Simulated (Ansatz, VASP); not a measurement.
Mo in VASP and in Ansatz

```
Mo
1.0
     3.11120    0.00000    0.00000
     0.00000    3.11120    0.00000
     0.00000    0.00000   22.22240
Mo
5
Direct
  0.00000 0.00000 0.36669
  0.50000 0.50000 0.42859
  0.00000 0.00000 0.50000
  0.50000 0.50000 0.57141
  0.00000 0.00000 0.63331
```

Alike in both runs: functional LDA; k mesh 11 × 11 × 1; occupations fermi-dirac, width 0.08 eV; no spin polarisation.

Ansatz relaxed the structure, and its values are those at the end. VASP's run is a single point on that final structure, the one shown.

|  | VASP | Ansatz |
| --- | --- | --- |
| version | VASP 6.6.1 | Ansatz 0.2.0 |
| potentials or method | VASP PAW LDA potentials, release 64 (Mo_sv), cutoff 520 eV | all-electron LAPW, scalar-relativistic |

VASP gave:

- rms of the force components (eV/Å): 0.031

Q: What did Ansatz give for the same quantities?

A: rms of the force components (eV/Å): 0.001.

LDA's correlation is that of Perdew and Zunger in VASP and of Perdew and Wang (1992) in Ansatz. Ansatz ran all-electron here, and VASP with PAW potentials.
